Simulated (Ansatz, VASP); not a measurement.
# Ge in VASP and in Ansatz

File INCAR:

```
SYSTEM = Ge
PREC = Accurate
ENCUT = 520
EDIFF = 1E-7
ISMEAR = 0
SIGMA = 0.016
LREAL = .FALSE.
LASPH = .TRUE.
NELM = 100
ALGO = Normal
ISIF = 2
LWAVE = .FALSE.
LCHARG = .FALSE.
GGA = PE
NBANDS = 21
```

The input KPOINTS:

```
Automatic mesh
0
G
  8 8 8
  0 0 0
```

The input POSCAR:

```
Ge
1.0
    0.0000000000      2.8289100000      2.8289100000
    2.8289100000      0.0000000000      2.8289100000
    2.8289100000      2.8289100000      0.0000000000
Ge
2
Direct
    0.7500000000      0.7500000000      0.7500000000
    0.5000000000      0.5000000000      0.5000000000
```

input.yaml

```yaml
crystal:
  lattice:
    - [0.0, 2.82891, 2.82891]
    - [2.82891, 0.0, 2.82891]
    - [2.82891, 2.82891, 0.0]
  atoms:
    - { symbol: Ge, position: [0.75, 0.75, 0.75] }
    - { symbol: Ge, position: [0.5, 0.5, 0.5] }
kpoints:
  mp_grid: { grid: [8, 8, 8] }
scf:
  occupations: { method: gaussian, width: 0.016 }
hamiltonian:
  xc: pbe
  pseudopotentials: { kind: all_electron, lapw: { basis_error: 0.001 } }
output:
  forces: true
  stress: true
  eigenvalues: true
```

Alike in both runs: task single point; functional PBE; k mesh 8 × 8 × 8; occupations gaussian, width 0.016 eV; no spin polarisation.

|  | VASP | Ansatz |
| --- | --- | --- |
| version | VASP 6.6.1 | Ansatz 0.2.0 |
| potentials or method | VASP PAW PBE potentials, release 64 (Ge_d), cutoff 520 eV | all-electron LAPW, scalar-relativistic |

|  | VASP | Ansatz | Ansatz less VASP |
| --- | --- | --- | --- |
| gap on the k mesh at the Fermi level (eV) | 0.03 | 0.04 | +0.001 |
| least direct gap on the mesh (eV) | 0.03 | 0.04 | +0.001 |
| pressure (GPa) | 3.5 | 3.6 | +0.06 |

Ansatz ran all-electron here, and VASP with PAW potentials.
